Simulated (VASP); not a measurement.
Here is a VASP 6.6.1 calculation.

Contents of INCAR:

```
SYSTEM = Ti
PREC = Accurate
ENCUT = 520
EDIFF = 1E-7
ISMEAR = 0
SIGMA = 0.15
LREAL = .False.
LASPH = .True.
NELM = 100
ALGO = Fast
ISIF = 2
LWAVE = .False.
LCHARG = .True.
GGA = PS
LELF = .True.
LVHAR = .True.
NBANDS = 19
```

KPOINTS

```
regular mesh
0
Gamma
  18 18 10
  0 0 0
```

File POSCAR:

```
Ti
1.0
    2.8319979460      0.0000000000      0.0000000000
   -1.4159989730      2.4525821647      0.0000000000
    0.0000000000      0.0000000000      4.4985600000
Ti
2
Direct
    0.3333333333      0.6666666667      0.2500000000
    0.6666666667      0.3333333333      0.7500000000
```

Potentials or basis: VASP PAW PBE potentials, release 64 (Ti_sv).

The run is started by

```console
$ cat potpaw_PBE.64/Ti_sv/POTCAR > POTCAR
$ mpirun -np 1 vasp_std > vasp.out
```

What does it give for the pressure?

8.7 GPa.

What does it give for the band gap on the k mesh?

Zero (bands 12 and 13 overlap by 1.17 eV).

Stress tensor (GPa, compression positive):
```
8.74 0.00 0.00
0.00 8.74 0.00
0.00 0.00 8.54
```

Caveat: the cell differs from its parent crystal (strain -0.040 along x and y, -0.040 along z); the cell stands under pressure; the PAW data sets were made with another functional, which shifts forces and pressure a little.
